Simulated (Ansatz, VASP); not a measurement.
# SiC in VASP and in Ansatz

```
Si C
1.0
     3.07600    0.00000    0.00000
    -1.53800    2.66389    0.00000
     0.00000    0.00000    5.04800
Si C
2 2
Direct
  0.38964 0.77928 0.00000
  0.61036 0.22072 0.50000
  0.28194 0.56388 0.38500
  0.71806 0.43612 0.88500
```

Change from the starting cell: mode 4 (260.4 1/cm) frozen in, largest displacement -0.300 Å.

Alike in both runs: task single point; functional PBE; k mesh 12 × 12 × 6; occupations gaussian, width 0.05 eV; no spin polarisation.

|  | VASP | Ansatz |
| --- | --- | --- |
| version | VASP 6.6.1 | Ansatz 0.2.0 |
| potentials or method | VASP PAW PBE potentials, release 64 (Si, C), cutoff 520 eV | scalar-relativistic, plane waves, PAW |
| valence electrons in the cell | 16 | 16 |

```csv
,VASP,Ansatz,Ansatz less VASP
gap on the k mesh at the Fermi level (eV),1.19,1.19,+0.004
least direct gap on the mesh (eV),3.24,3.24,+0.001
pressure (GPa),2.4,2.4,+0.03
"traceless stress, the component that is largest in VASP (GPa)",-7.63,-7.61,+0.019
rms of the force components (eV/Å),1.013,1.012,-0.0004
```

Atom by atom the forces differ by 0.003 eV/Å (rms over components).
